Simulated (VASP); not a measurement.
**ZrB2: single point with PBE**

ZrB2:

```
Zr B
1.0
     0.00000    2.48175    2.48175
     2.48175    0.00000    2.48175
     2.48175    2.48175    0.00000
Zr B
1 2
Cartesian
  0.0000 0.0000 0.0000
  1.2409 1.2409 1.2409
  3.7226 3.7226 3.7226
```

* Program: VASP 6.6.1
* Task: single point
* Functional: PBE
* Potentials or basis: VASP PAW PBE potentials, release 64 (Zr_sv, B)
* Cutoff: 520 eV
* k mesh: 6 × 6 × 6
* Occupations: gaussian, width 0.1 eV
* Spin: no spin polarisation
* Dipole correction: no
* Further INCAR settings: ALGO = Normal; EDIFF = 1e-07; NBANDS = 16

- Pressure: 65.8 GPa
- Band gap on the k mesh: zero (bands 9 and 10 overlap by 2.55 eV)

Levels at points of the mesh, in eV from the Fermi level:
```
           k point  band 6  band 7  band 8  band 9  band 10  band 11  band 12  band 13
(0.00, 0.00, 0.00)   -5.12   -5.12   -5.12   -0.05     1.75     1.75     4.14     4.14
(0.50, 0.00, 0.00)   -5.81   -4.00   -4.00    1.27     1.70     1.70     1.93     2.96
(0.50, 0.50, 0.00)   -6.75   -5.34   -1.26   -1.26     0.80     0.80     3.91     3.99
```

Wall time 19 s on 1 thread of Intel Xeon 8259CL, with other jobs on the host, peak memory 0.16 GiB.

Caveat: the k points lie up to 0.37 Å⁻¹ apart, too coarse for converged energies and pressures of a metal.
